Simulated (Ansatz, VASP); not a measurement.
**SnO2 in VASP and in Ansatz**

```
CELL_PARAMETERS angstrom
3.25303 1.87814 4.47293
-3.25303 1.87814 4.47293
0.00000 -3.75627 4.47293
ATOMIC_POSITIONS crystal
Sn 0.86468 0.86468 0.86468
Sn 0.36482 0.36482 0.86482
Sn 0.36482 0.86482 0.36482
Sn 0.86482 0.36482 0.36482
O 0.12350 0.62335 0.62335
O 0.62335 0.12350 0.62335
O 0.62335 0.62335 0.12350
O 0.60621 0.60621 0.60621
O 0.12347 0.12347 0.12347
O 0.10609 0.10609 0.60624
O 0.10609 0.60624 0.10609
O 0.60624 0.10609 0.10609
```

Alike in both runs: task single point; functional PBEsol; k mesh 6 × 6 × 6; occupations gaussian, width 0.05 eV; no spin polarisation.

|  | VASP | Ansatz |
| --- | --- | --- |
| version | VASP 6.6.1 | Ansatz 0.2.0 |
| potentials or method | VASP PAW PBE potentials, release 64 (Sn_d, O), cutoff 520 eV | scalar-relativistic, plane waves, PAW |
| valence electrons in the cell | 104 | 104 |

|  | VASP | Ansatz | Ansatz less VASP |
| --- | --- | --- | --- |
| gap on the k mesh at the Fermi level (eV) | 1.51 | 1.53 | +0.018 |
| least direct gap on the mesh (eV) | 1.53 | 1.54 | +0.015 |
| pressure (GPa) | -5.3 | -6.0 | -0.63 |
| traceless stress, the component that is largest in VASP (GPa) | 1.91 | 2.34 | +0.437 |
| rms of the force components (eV/Å) | 0.161 | 0.187 | +0.0255 |

VASP's potentials were made for PBE, not for PBEsol, and Ansatz warns of the same on its side. Atom by atom the forces differ by 0.025 eV/Å (rms over components). The functional is the same, so the differences come from potentials, cutoffs and numerics.
